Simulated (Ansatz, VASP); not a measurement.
# Two plane-wave programs on Ir

```
Ir
1.0
     0.00000    1.88992    1.88992
     1.88992    0.00000    1.88992
     1.88992    1.88992    0.00000
Ir
1
Direct
  0.00000 0.00000 0.00000
```

Alike in both runs: task single point; functional PBEsol; k mesh 23 × 23 × 23; occupations fermi-dirac, width 0.1 eV; no spin polarisation.

|  | VASP | Ansatz |
| --- | --- | --- |
| version | VASP 6.6.1 | Ansatz 0.2.0 |
| potentials or method | VASP PAW PBE potentials, release 64 (Ir), cutoff 520 eV | plane waves (420 eV) with PAW, scalar-relativistic |
| valence electrons in the cell | 9 | 17 |

VASP gave:

```
pressure (GPa) : 18.5
```

Q: Estimate Ansatz's values.

A: Pressure (GPa): 17.2.

VASP's potentials were made for PBE, not for PBEsol, and Ansatz warns of the same on its side. With one functional, cell and mesh, what is left measures potentials, basis and numerics. VASP's potentials hold 9 valence electrons a cell and Ansatz's 17, so a difference there can come from the potentials and not from the codes.

Neither program's run includes spin-orbit coupling.
